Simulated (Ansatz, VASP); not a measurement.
## One calculation of MnS, two programs

```
Mn S
1.0
     0.00000    2.47346    2.47346
     2.47346    0.00000    2.47346
     2.47346    2.47346    0.00000
Mn S
1 1
Direct
  0.00000 0.00000 0.00000
  0.75000 0.75000 0.75000
```

Alike in both runs: task single point; functional PBEsol; k mesh 8 × 8 × 8; occupations fermi-dirac, width 0.05 eV; collinear spin; fixed moment 4 μB.

|  | VASP | Ansatz |
| --- | --- | --- |
| version | VASP 6.6.1 | Ansatz 0.2.0 |
| potentials or method | VASP PAW PBE potentials, release 64 (Mn_pv, S) | Ansatz PAW |
| plane-wave cutoff (eV) | 520 | 420 |
| valence electrons in the cell | 19 | 21 |

```csv
,VASP,Ansatz,Ansatz less VASP
net moment per atom (μB),2.00,2.00,0.000
size of the moment on the site where the two differ most (μB),3.54,3.18,-0.359
```

VASP's potentials were made for PBE, not for PBEsol. Site moments also hang on the region over which each program counts them. VASP's potentials hold 19 valence electrons a cell and Ansatz's 21, so a difference there can come from the potentials and not from the codes.
